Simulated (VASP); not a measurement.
A run of VASP 6.6.1 is set up as follows.

INCAR

```
SYSTEM = Al2GaAs3
  PREC = Accurate
  ENCUT = 520
  EDIFF = 1E-7
  ISMEAR = 0
  SIGMA = 0.02
  LREAL = .FALSE.
  LASPH = .TRUE.
  NELM = 100
  ALGO = Normal
  ISIF = 2
  LWAVE = .FALSE.
  LCHARG = .TRUE.
  GGA = PE
  LELF = .TRUE.
  LVHAR = .TRUE.
  NBANDS = 26
```

The input KPOINTS:

```
Automatic mesh
0
G
  12 12 4
  0 0 0
```

File POSCAR:

```
Al2GaAs3
1.0
    4.0539514387      0.0000000000      0.0000000000
   -2.0269757193      3.5108249316      0.0000000000
    0.0000000000      0.0000000000      9.9348323623
Al Ga As
2 1 3
Direct
    0.3333333333      0.6666666667      0.6667206168
    0.6666666667      0.3333333333      0.3336947165
    0.0000000000      0.0000000000      0.9995819601
    0.0000000000      0.0000000000      0.7491568393
    0.3333333333      0.6666666667      0.4166919437
    0.6666666667      0.3333333333      0.0841539234
```

Potentials or basis: VASP PAW PBE potentials, release 64 (Al, Ga_d, As).

Run with:

```sh
$ cat potpaw_PBE.64/Al/POTCAR potpaw_PBE.64/Ga_d/POTCAR potpaw_PBE.64/As/POTCAR > POTCAR
$ mpirun -np 1 vasp_std > vasp.out
```

**Question.** What does it give for the band gap on the k mesh?

**Answer.** 0.95 eV.

**Question.** What does it give for the pressure?

**Answer.** 0.2 GPa.

**Question.** Predict the largest force.

**Answer.** 0.010 eV/Å.

Forces on the atoms (eV/Å):
```
Al   0.000  0.000  0.008
Al   0.000  0.000  0.007
Ga   0.000  0.000  0.009
As   0.000  0.000 -0.010
As   0.000  0.000 -0.007
As   0.000  0.000 -0.006
```

A k mesh can miss the band edges.
